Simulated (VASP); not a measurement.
Input of a VASP 6.6.1 run:

The input INCAR:

```
SYSTEM = MgGaC4N4
  ALGO = Normal
  EDIFF = 1E-6
  ENCUT = 750
  GGA = PE
  GGA_COMPAT = .False.
  ISIF = 2
  ISMEAR = 0
  LASPH = .True.
  LCHARG = .False.
  LREAL = .False.
  LWAVE = .False.
  NBANDS = 40
  NELM = 120
  PREC = Accurate
  SIGMA = 0.1
```

File KPOINTS:

```
k-points
0
Gamma
  4 4 4
  0 0 0
```

The input POSCAR:

```
MgGaC4N4
1.0
    5.9363154700      0.0000000000      0.0000000000
    0.0000000000      5.9363154700      0.0000000000
    0.0000000000      0.0000000000      5.9363154700
Mg Ga C N
1 1 4 4
Direct
    0.5000000000      0.5000000000      0.5000000000
    0.0000000000      0.0000000000      0.0000000000
    0.1843999200      0.1843999200      0.1843999200
    0.1843999200      0.8156000800      0.8156000800
    0.8156000800      0.1843999200      0.8156000800
    0.8156000800      0.8156000800      0.1843999200
    0.2981910100      0.2981910100      0.2981910100
    0.2981910100      0.7018089900      0.7018089900
    0.7018089900      0.2981910100      0.7018089900
    0.7018089900      0.7018089900      0.2981910100
```

Potentials or basis: VASP PAW PBE potentials, release 64 (Mg_sv, Ga_d, C, N).

Run with:

```console
$ cat potpaw_PBE.64/Mg_sv/POTCAR potpaw_PBE.64/Ga_d/POTCAR potpaw_PBE.64/C/POTCAR potpaw_PBE.64/N/POTCAR > POTCAR
$ mpirun -np 1 vasp_std > vasp.out
```

(1) Predict the pressure.

(2) What does it give for the band gap on the k mesh?

## Answers

(1) 2.4 GPa.

(2) zero (an odd number of electrons rules out a gap without spin polarisation).
